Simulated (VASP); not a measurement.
WC, 2 atoms in the cell. Symmetry: P-6m2, No. 187, hexagonal system. Conventional cell: a = 2.907 Å, b = 2.907 Å, c = 2.837 Å, α = 90.00°, β = 90.00°, γ = 120.00°. W (site symmetry -6m2) has 6 C at 2.20 Å and 8 W at 2.84 to 2.91 Å within 3.0 Å. Within 3.0 Å of C (site symmetry -6m2) lie 6 W at 2.20 Å and 8 C at 2.84 to 2.91 Å. 

* Program: VASP 6.6.1
* Task: single point
* Functional: PBE
* Potentials or basis: VASP PAW PBE potentials, release 64 (W_sv, C_h)
* Cutoff: 1300 eV
* k mesh: 13 × 13 × 12
* Occupations: methfessel-paxton, width 0.3 eV
* Spin: no spin polarisation
* Dipole correction: no
* Further INCAR settings: ALGO = Normal; EDIFF = 1e-06; NBANDS = 16

Potentials or basis: VASP PAW PBE potentials, release 64 (W_sv, C_h).

Run with:

```sh
$ cat potpaw_PBE.64/W_sv/POTCAR potpaw_PBE.64/C_h/POTCAR > POTCAR
$ mpirun -np 1 vasp_std > vasp.out
```

Hardware: 1 thread of AMD EPYC 7R43 64-Core Processor (Zen 3), on a shared host.

Task: How long does it take, and how much memory?

Result: It took 3.4 min on 1 thread of AMD EPYC 7R43 64-Core Processor (Zen 3), with other jobs on the host, peak memory 0.32 GiB. Counts: scf iterations 13, k points 147.
